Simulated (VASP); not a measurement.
Wanted: the native input for a VASP 6.6.1 run.

```yaml
Task: relaxation of cell and atoms
Functional: LDA
Potentials_or_basis: VASP PAW LDA potentials, release 64 (Ag)
Cutoff: 600 eV
k_mesh: 17 × 17 × 17
Occupations: fermi-dirac, width 0.1 eV
Spin: no spin polarisation
Target_pressure: 2.2 GPa
Dipole_correction: no
Further_INCAR_settings: ALGO = Normal; EDIFF = 1e-07; IBRION = 2; EDIFFG = -0.005; NSW = 32; ISIF = 3
```

The structure of Ag lies in POSCAR:

```
Ag
1.0
   -1.5828338084      1.5828338084      1.5828338084
    1.5828338084     -1.5828338084      1.5828338084
    1.5828338084      1.5828338084     -1.5828338084
Ag
1
Direct
    0.0000000000      0.0000000000      0.0000000000
```

The input as run:

INCAR

```
SYSTEM = Ag
PREC     = Accurate       ! precision mode
ENCUT    = 600            ! plane-wave cutoff, eV
EDIFF    = 1E-7           ! SCF threshold, eV
ISMEAR   = -1             ! smearing method
SIGMA    = 0.1            ! smearing width, eV
LREAL    = .FALSE.        ! projectors in reciprocal space
LASPH    = .TRUE.         ! aspherical terms in the spheres
NELM     = 80             ! most SCF steps
ALGO     = Normal         ! electronic algorithm
ISIF     = 3              ! what is computed and relaxed
LWAVE    = .FALSE.        ! write WAVECAR
LCHARG   = .FALSE.        ! write CHGCAR
GGA      = CA             ! functional
IBRION   = 2              ! ionic algorithm
NSW      = 32             ! ionic steps
EDIFFG   = -0.005         ! ionic threshold
PSTRESS  = 22.0
```

KPOINTS

```
Automatic mesh
0
G
  17 17 17
  0 0 0
```

Potentials or basis: VASP PAW LDA potentials, release 64 (Ag).

Run with:

```bash
$ cat potpaw_LDA.64/Ag/POTCAR > POTCAR
$ mpirun -np 1 vasp_std > vasp.out
```

Results of the run:

```
Relaxed volume                                         : 15.87 Å³/atom
Relaxed cell                                           : a = 2.742 Å, b = 2.742 Å, c = 2.742 Å, α = 109.47°, β = 109.47°, γ = 109.47°
Space group after relaxing (to 0.05 Å)                 : Im-3m (No. 229)
Energy change on relaxing (the enthalpy is what falls) : -0.2 meV/atom
Ionic steps                                            : 3
Pressure after relaxing                                : 2.2 GPa
```

Caveat: the cell is relaxed towards a set pressure, so the enthalpy falls and the energy may rise.

It took 12 s on 1 thread of Intel(R) Xeon(R) 6975P-C (Granite Rapids), with other jobs on the host, peak memory 0.15 GiB.
